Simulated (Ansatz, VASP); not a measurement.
# Ir in VASP and in Ansatz

The input INCAR:

```
SYSTEM = Ir
PREC     = Accurate       ! precision mode
ENCUT    = 520            ! plane-wave cutoff, eV
EDIFF    = 1E-7           ! SCF threshold, eV
ISMEAR   = 0              ! smearing method
SIGMA    = 0.01           ! smearing width, eV
LREAL    = .False.        ! projectors in reciprocal space
LASPH    = .True.         ! aspherical terms in the spheres
NELM     = 100            ! most SCF steps
ALGO     = Normal         ! electronic algorithm
ISIF     = 2              ! what is computed and relaxed
LWAVE    = .False.        ! write WAVECAR
LCHARG   = .True.         ! write CHGCAR
GGA      = CA             ! functional
LELF     = .True.         ! ELF
LVHAR    = .True.       
NBANDS   = 10             ! bands
```

KPOINTS

```
regular mesh
0
Gamma
  14 14 14
  0 0 0
```

The input POSCAR:

```
Ir
1.0
    0.0000000000      1.9060927672      1.9060927672
    1.9060927672      0.0000000000      1.9060927672
    1.9060927672      1.9060927672      0.0000000000
Ir
1
Direct
    0.0000000000      0.0000000000      0.0000000000
```

Input for Ansatz:

```yaml
crystal:
  lattice:
    - [0.0, 1.9060927672, 1.9060927672]
    - [1.9060927672, 0.0, 1.9060927672]
    - [1.9060927672, 1.9060927672, 0.0]
  atoms:
    - { symbol: Ir, position: [0.0, 0.0, 0.0] }
hamiltonian:
  xc: lda
  pseudopotentials:
    kind: paw
    azcp:
      Ir: "pseudopotentials/Ir.paw.azcp"
basis:
  ecutwfc: 420
  fft_grid_basis: typed
kpoints:
  mp_grid: { grid: [14, 14, 14], shift: [0, 0, 0] }
magnetization:
  spin_polarized: false
scf:
  occupations: { method: gaussian, width: 0.01 }
  lower_state_search: "off"
output:
  stress: true
```

Alike in both runs: task single point; functional LDA; k mesh 14 × 14 × 14; occupations gaussian, width 0.01 eV; no spin polarisation.

|  | VASP | Ansatz |
| --- | --- | --- |
| version | VASP 6.6.1 | Ansatz 0.2.0 |
| potentials or method | VASP PAW LDA potentials, release 64 (Ir), cutoff 520 eV | plane waves (420 eV) with PAW, scalar-relativistic |
| valence electrons in the cell | 9 | 17 |

|  | VASP | Ansatz | Ansatz less VASP |
| --- | --- | --- | --- |
| pressure (GPa) | 2.4 | -0.2 | -2.60 |

Ansatz warns that its potentials were made for another functional, while VASP's fit it. LDA's correlation is that of Perdew and Zunger in VASP and of Perdew and Wang (1992) in Ansatz. VASP's potentials hold 9 valence electrons a cell and Ansatz's 17, so a difference there can come from the potentials and not from the codes.

Spin-orbit coupling is off throughout.
